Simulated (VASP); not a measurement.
Hf, 2 atoms in the cell. It takes space group P6_3/mmc (No. 194, hexagonal). The conventional cell has a = 3.084 Å, b = 3.084 Å, c = 4.901 Å, α = 90.00°, β = 90.00°, γ = 120.00°. Within 4.0 Å of Hf (site symmetry -6m2) lie 12 Hf at 3.03 to 3.08 Å. 

- Program: VASP 6.6.1
- Task: single point
- Functional: LDA
- Potentials or basis: VASP PAW LDA potentials, release 64 (Hf_pv)
- Cutoff: 520 eV
- k mesh: 18 × 18 × 10
- Occupations: fermi-dirac, width 0.05 eV
- Spin: no spin polarisation
- Dipole correction: no
- Further INCAR settings: ALGO = Normal; EDIFF = 1e-06; NBANDS = 17

Potentials or basis: VASP PAW LDA potentials, release 64 (Hf_pv).

Run with:

```sh
$ cat potpaw_LDA.64/Hf_pv/POTCAR > POTCAR
$ mpirun -np 1 vasp_std > vasp.out
```

Hardware: 1 thread of Intel Xeon 8259CL, on a shared host.

Q: How long does it take, and how much memory?

A: Wall time 2.3 min on 1 thread of Intel Xeon 8259CL, on a shared host, peak memory 0.24 GiB. Counts: scf iterations 12, k points 222.
